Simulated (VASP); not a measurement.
# Co (P6/mmm) in VASP: single point with PBE

Aim: the single point of Co with PBE.

All numbers are computed with VASP 6.6.1; they aren't measurements. Logs are shortened: lines on timing, memory, paths and dates and some standing lists are left out, and cuts for length are marked.

### 1 The cell of the first run

It takes space group P6/mmm (No. 191, hexagonal). Conventional cell: a = 3.483 Å, b = 3.483 Å, c = 2.969 Å, α = 90.00°, β = 90.00°, γ = 120.00°. Co (site symmetry -6m2) has 9 Co at 2.01 to 2.50 Å within 2.7 Å. Within 3.3 Å of Co (site symmetry 6/mmm) lie 14 Co at 2.50 to 2.97 Å.

This isn't the form of Co at room conditions, which is hcp.

### 2 Single point, PBE, collinear spin, ferromagnetic start

File INCAR:

```
PREC = Accurate ; ENCUT = 600
EDIFF = 1E-6 ; ISMEAR = 0
SIGMA = 0.1 ; LREAL = False
LASPH = True ; NELM = 200
ALGO = Normal ; ISIF = 2
LWAVE = False ; LCHARG = False
ISPIN = 2 ; MAGMOM = 3 3 3
LORBIT = 11 ; LMAXMIX = 4
GGA = PE ; NBANDS = 36
GGA_COMPAT = False
```

File KPOINTS:

```
regular mesh
0
Gamma
  6 6 6
```

File POSCAR:

```
Co
1.0
    3.4833491120      0.0000000000      0.0000000000
   -1.7416745560      3.0166688212      0.0000000000
    0.0000000000      0.0000000000      2.9692852562
Co
3
Direct
    0.3333333333      0.6666666667      0.5000000000
    0.0000000000      0.0000000000      0.0000000000
    0.6666666667      0.3333333333      0.5000000000
```

Potentials or basis: VASP PAW PBE potentials, release 64 (Co_sv).

Launch:

```
cat potpaw_PBE.64/Co_sv/POTCAR > POTCAR
mpirun -np 1 vasp_std > vasp.out
```

OUTCAR:

```text
PREC = Accurate
   ENCUT = 600
   EDIFF = 1E-6
   ISMEAR = 0
   LREAL = False
   LASPH = True
   NELM = 200
   ISIF = 2
   ISPIN = 2
   LORBIT = 11
   GGA = PE

 ion  position               nearest neighbor table
   1  0.333  0.667  0.500-   3 2.01   3 2.01   3 2.01   2 2.50   2 2.50   2 2.50   2 2.50   2 2.50
                             2 2.50
   2  0.000  0.000  0.000-   1 2.50   3 2.50   1 2.50   3 2.50   1 2.50   1 2.50   3 2.50   3 2.50
                             3 2.50   3 2.50   1 2.50   1 2.50
   3  0.667  0.333  0.500-   1 2.01   1 2.01   1 2.01   2 2.50   2 2.50   2 2.50   2 2.50   2 2.50
                             2 2.50

  LATTYP: Found a hexagonal cell.
 ALAT       =     3.4833491120
 C/A-ratio  =     0.8524225281

  Lattice vectors:

 A1 = (   3.4833491120,   0.0000000000,   0.0000000000)
 A2 = (  -1.7416745560,   3.0166688212,   0.0000000000)
 A3 = (   0.0000000000,   0.0000000000,   2.9692852562)

Analysis of symmetry for initial positions (statically):
=====================================================================
 Subroutine PRICEL returns:
 Original cell was already a primitive cell.

 Routine SETGRP: Setting up the symmetry group for a
 hexagonal supercell.

 Subroutine GETGRP returns: Found 24 space group operations
 (whereof 24 operations were pure point group operations)
 out of a pool of 24 trial point group operations.

The static configuration has the point symmetry D_6h.

Analysis of symmetry for dynamics (positions and initial velocities):
=====================================================================
 Subroutine PRICEL returns:
 Original cell was already a primitive cell.

 Routine SETGRP: Setting up the symmetry group for a
 hexagonal supercell.

 Subroutine GETGRP returns: Found 24 space group operations
 (whereof 24 operations were pure point group operations)
 out of a pool of 24 trial point group operations.

The dynamic configuration has the point symmetry D_6h.

Analysis of structural, dynamic, and magnetic symmetry:
=====================================================================
 Subroutine PRICEL returns:
 Original cell was already a primitive cell.

 Routine SETGRP: Setting up the symmetry group for a
 hexagonal supercell.

 Subroutine GETGRP returns: Found 24 space group operations
 (whereof 24 operations were pure point group operations)
 out of a pool of 24 trial point group operations.

The overall configuration has the point symmetry D_6h.

 Subroutine INISYM returns: Found 24 space group operations
 (whereof 24 operations are pure point group operations),
 and found     1 'primitive' translations

----------------------------------------------------------------------------------------

                                     Primitive cell

  volume of cell :      31.2016

  direct lattice vectors                    reciprocal lattice vectors
     3.483349112  0.000000000  0.000000000     0.287080039  0.165745738  0.000000000
    -1.741674556  3.016668821  0.000000000     0.000000000  0.331491476  0.000000000
     0.000000000  0.000000000  2.969285256     0.000000000  0.000000000  0.336781385

  length of vectors
     3.483349112  3.483349112  2.969285256     0.331491476  0.331491476  0.336781385

  position of ions in fractional coordinates (direct lattice)
     0.333333333  0.666666667  0.500000000
     0.000000000  0.000000000  0.000000000
     0.666666667  0.333333333  0.500000000

  ion indices of the primitive-cell ions
   primitive index   ion index
                 1           1
                 2           2
                 3           3

----------------------------------------------------------------------------------------

 KPOINTS: regular mesh

Automatic generation of k-mesh.
 Grid dimensions read from file:
 generate k-points for:    6    6    6

 Generating k-lattice:

  Cartesian coordinates                     Fractional coordinates (reciprocal lattice)
     0.047846673  0.027624290  0.000000000     0.166666667  0.000000000  0.000000000
     0.000000000  0.055248579  0.000000000     0.000000000  0.166666667  0.000000000
     0.000000000  0.000000000  0.056130231     0.000000000  0.000000000  0.166666667

  Length of vectors
     0.055248579  0.055248579  0.056130231

  Shift w.r.t. Gamma in fractional coordinates (k-lattice)
     0.000000000  0.000000000  0.000000000

 Subroutine IBZKPT returns following result:
 ===========================================

 Found     28 irreducible k-points:

 Following reciprocal coordinates:
            Coordinates               Weight
  0.000000  0.000000  0.000000      1.000000
  0.166667  0.000000  0.000000      6.000000
  0.333333  0.000000  0.000000      6.000000
  0.500000 -0.000000  0.000000      3.000000
  0.166667  0.166667  0.000000      6.000000
  0.333333  0.166667  0.000000     12.000000
[... 16 lines left out ...]
  0.166667  0.000000  0.500000      6.000000
  0.333333  0.000000  0.500000      6.000000
 [... further k-points ...]
   k-points           NKPTS =     28   k-points in BZ     NKDIM =     28   number of bands    NBANDS=     36
   number of dos      NEDOS =    301   number of ions     NIONS =      3
   total plane-waves  NPLWV =  18816
   dimension x,y,z NGX =    28 NGY =   28 NGZ =   24
   dimension x,y,z NGXF=    56 NGYF=   56 NGZF=   48
   ions per type =               3
   NGX,Y,Z   is equivalent  to a cutoff of  13.36, 13.36, 13.44 a.u.
   NGXF,Y,Z  is equivalent  to a cutoff of  26.73, 26.73, 26.87 a.u.
 SYSTEM =  unknown system
   PREC   = accura    normal or accurate (medium, high low for compatibility)
   ISTART =      0    job   : 0-new  1-cont  2-samecut
   ICHARG =      2    charge: 1-file 2-atom 10-const
   ISPIN  =      2    spin polarized calculation?
   LNONCOLLINEAR =      F non collinear calculations
   LSORBIT =      F    spin-orbit coupling
   LASPH  =      T    aspherical Exc in radial PAW
   ENCUT  =  600.0 eV  44.10 Ry    6.64 a.u.   6.96  6.96  5.93*2*pi/ulx,y,z
   NELM   =    200;   NELMIN=  2; NELMDL= -5     # of ELM steps
   EDIFF  = 0.1E-05   stopping-criterion for ELM
   LREAL  =      F    real-space projection
   EDIFFG = 0.1E-04   stopping-criterion for IOM
   NSW    =      0    number of steps for IOM
   IBRION =     -1    ionic relax: 0-MD 1-quasi-New 2-CG
   NFREE  =      0    steps in history (QN), initial steepest desc. (CG)
   ISIF   =      2    stress and relaxation
   ISYM   =      2    0-nonsym 1-usesym 2-fastsym
   POTIM  = 0.5000    time-step for ionic-motion
   TEBEG  =    0.0;   TEEND  =   0.0 temperature during run
   PSTRESS=    0.0 pullay stress
   NELECT =      51.0000    total number of electrons
   NUPDOWN=      -1.0000    fix difference up-down
   EMIN   =  10.00;   EMAX   =-10.00  energy-range for DOS
   EFERMI =   0.00;   METHOD = LEGACY
   ISMEAR =     0;   SIGMA  =   0.10  broadening in eV -4-tet -1-fermi 0-gaus
   EFERMI_NEDOS =   21; number of points for ismear=-14 and -15
   IALGO  =     38    algorithm
   IMIX   =      4    mixing-type and parameters
     AMIX     =   0.40;   BMIX     =  1.00
     AMIX_MAG =   1.60;   BMIX_MAG =  1.00
  volume/ion in A,a.u.               =      10.40        70.19
  Fermi-wavevector in a.u.,A,eV,Ry     =   1.928440  3.644222 50.598423  3.718879
  Thomas-Fermi vector in A             =   2.961126
   LORBIT       =     11    0 simple, 1 ext, 2 COOP (PROOUT), +10 PAW based schemes
   GGA     = PE    functional components
   LHFCALC =     F    Hartree Fock is set to
   AEXX    =    0.0000 exact exchange contribution
   IVDW    =     0    specifies the selected vdW correction
   LEPSILON=     F    determine dielectric tensor
   LRPA    =     F    only Hartree local field effects (RPA)
 spin polarized calculation
 Gauss-broadening in eV      SIGMA  =   0.10
  energy-cutoff  :      600.00
  volume of cell :       31.20
 maximum number of plane-waves:      1052
 NGX is ok and might be reduce to    28
   NGX = 13   NGY = 13   NGZ = 11

 number of electron      51.0000032 magnetization       4.6925379

 Free energy of the ion-electron system (eV)
  ---------------------------------------------------
  ext. energy  EPLUGINS =         0.00000000
  ---------------------------------------------------
  free energy    TOTEN  =       -19.10247891 eV

  energy without entropy =      -19.09009767  energy(sigma->0) =      -19.09628829

 E-fermi :  12.9615     XC(G=0): -14.0772

 val. band max:       12.9497642569   @ k =   0.3333   0.0000   0.0000
 cond. band min:      12.9706340175   @ k =   0.1667   0.0000   0.1667
 fundamental gap:      0.0208697607
 Fermi energy:        12.9615114337

 spin component 1

 k-point     1 :       0.0000    0.0000    0.0000
  band No.  band energies     occupation
      1     -83.4865      1.00000
      2     -83.3517      1.00000
      3     -83.1470      1.00000
      4     -47.0476      1.00000
      5     -47.0476      1.00000
      6     -46.9190      1.00000
[... 28 lines left out ...]
     35      25.6180      0.00000
     36      28.8159      0.00000

 k-point     2 :       0.1667    0.0000    0.0000
  band No.  band energies     occupation
      1     -83.4666      1.00000
      2     -83.3524      1.00000
      3     -83.1667      1.00000
      4     -47.0722      1.00000
      5     -47.0134      1.00000
      6     -46.9104      1.00000
[... 28 lines left out ...]
     35      28.3172      0.00000
     36      29.9598      0.00000

 k-point     3 :       0.3333    0.0000    0.0000
  band No.  band energies     occupation
      1     -83.4151      1.00000
      2     -83.3545      1.00000
      3     -83.2172      1.00000
      4     -47.1166      1.00000
      5     -46.9206      1.00000
      6     -46.8951      1.00000
[... 28 lines left out ...]
     35      30.1265      0.00000
     36      30.8518      0.00000
[... 742 lines left out ...]
 k-point    23 :       0.1667    0.0000    0.5000
  band No.  band energies     occupation
      1     -83.4555      1.00000
      2     -83.3605      1.00000
      3     -83.1654      1.00000
      4     -47.0639      1.00000
      5     -47.0117      1.00000
      6     -46.9079      1.00000
[... 28 lines left out ...]
     35      25.9158      0.00000
     36      30.3824      0.00000

 k-point    24 :       0.3333    0.0000    0.5000
  band No.  band energies     occupation
      1     -83.4060      1.00000
      2     -83.3604      1.00000
      3     -83.2161      1.00000
      4     -47.1006      1.00000
      5     -46.9916      1.00000
      6     -46.8337      1.00000
[... 28 lines left out ...]
     35      25.8318      0.00000
     36      33.1863      0.00000

 [... further k-points ...]

 spin component 2

 k-point     1 :       0.0000    0.0000    0.0000
  band No.  band energies     occupation
      1     -81.6886      1.00000
      2     -81.3409      1.00000
      3     -81.1167      1.00000
      4     -45.4121      1.00000
      5     -45.4121      1.00000
      6     -44.7664      1.00000
[... 28 lines left out ...]
     35      26.1275      0.00000
     36      29.5295      0.00000

 k-point     2 :       0.1667    0.0000    0.0000
  band No.  band energies     occupation
      1     -81.6681      1.00000
      2     -81.3616      1.00000
      3     -81.1171      1.00000
      4     -45.4360      1.00000
      5     -45.3742      1.00000
      6     -44.7453      1.00000
[... 28 lines left out ...]
     35      28.7790      0.00000
     36      30.5579      0.00000

 k-point     3 :       0.3333    0.0000    0.0000
  band No.  band energies     occupation
      1     -81.6150      1.00000
      2     -81.4149      1.00000
      3     -81.1181      1.00000
      4     -45.4801      1.00000
      5     -45.2754      1.00000
      6     -44.6927      1.00000
[... 28 lines left out ...]
     35      30.6899      0.00000
     36      31.1629      0.00000
[... 742 lines left out ...]
 k-point    23 :       0.1667    0.0000    0.5000
  band No.  band energies     occupation
      1     -81.6643      1.00000
      2     -81.3602      1.00000
      3     -81.1176      1.00000
      4     -45.4293      1.00000
      5     -45.3693      1.00000
      6     -44.7491      1.00000
[... 28 lines left out ...]
     35      26.3229      0.00000
     36      30.6896      0.00000

 k-point    24 :       0.3333    0.0000    0.5000
  band No.  band energies     occupation
      1     -81.6124      1.00000
      2     -81.4134      1.00000
      3     -81.1175      1.00000
      4     -45.4682      1.00000
      5     -45.2778      1.00000
      6     -44.7343      1.00000
[... 28 lines left out ...]
     35      26.3651      0.00000
     36      33.2831      0.00000

 [... further k-points ...]
[... 5 lines left out ...]
  --------------------------------------------------------------------------------------
  -------------------------------------------------------------------------------------
  Total       11.8146608     11.8146608     -1.5847775      0.0000000      0.0000000      0.0000000
  in kB      606.6738544    606.6738544    -81.3771233      0.0000000      0.0000000      0.0000000
  external PRESSURE =     377.3235285 kB  Pullay stress =       0.0000000 kB

 VOLUME and BASIS-vectors are now :
 -----------------------------------------------------------------------------
  energy-cutoff  :      600.00
  volume of cell :       31.20
      direct lattice vectors                 reciprocal lattice vectors
     3.483349112  0.000000000  0.000000000     0.287080039  0.165745738  0.000000000
    -1.741674556  3.016668821  0.000000000     0.000000000  0.331491476  0.000000000
     0.000000000  0.000000000  2.969285256     0.000000000  0.000000000  0.336781385

 POSITION                                       TOTAL-FORCE (eV/Angst)
 -----------------------------------------------------------------------------------
     -0.00000      2.01111      1.48464        -0.000000      0.000000      0.000000
      0.00000      0.00000      0.00000         0.000000      0.000000      0.000000
      1.74167      1.00556      1.48464         0.000000      0.000000     -0.000000
 -----------------------------------------------------------------------------------
    total drift:                               -0.000000      0.000000     -0.000000

  FREE ENERGIE OF THE ION-ELECTRON SYSTEM (eV)
  ---------------------------------------------------
  free  energy   TOTEN  =       -19.1024789113 eV

  energy  without entropy=      -19.0900976733  energy(sigma->0) =      -19.09628829

 total charge

# of ion       s       p       d       tot
------------------------------------------
    1        2.304   6.163   6.817  15.284
    2        2.238   6.112   6.700  15.050
    3        2.304   6.163   6.817  15.284
--------------------------------------------------
tot          6.846  18.438  20.334  45.618

 magnetization (x)

# of ion       s       p       d       tot
------------------------------------------
    1        0.003  -0.008   1.461   1.456
    2        0.006  -0.005   1.841   1.842
    3        0.003  -0.008   1.461   1.456
--------------------------------------------------
tot          0.012  -0.021   4.763   4.754
```

Wall time 1.8 min (1 thread of AMD EPYC 7R43 (Zen 3), shared host); peak memory 0.15 GiB.

What came out:

```yaml
Free_energy: -19.1025 eV
Pressure: 37.7 GPa
Net_moment: 4.69 μB per cell
Site_moments: Co +1.46, +1.84 (each value once) μB
Valence_electrons_inside_the_program's_atomic_spheres: Co 15.28, 15.05 (each value once)
```

Stress tensor (GPa, compression positive):
```
60.67  0.00  0.00
 0.00 60.67  0.00
 0.00  0.00 -8.14
```

Caveat: the cell stands under pressure.
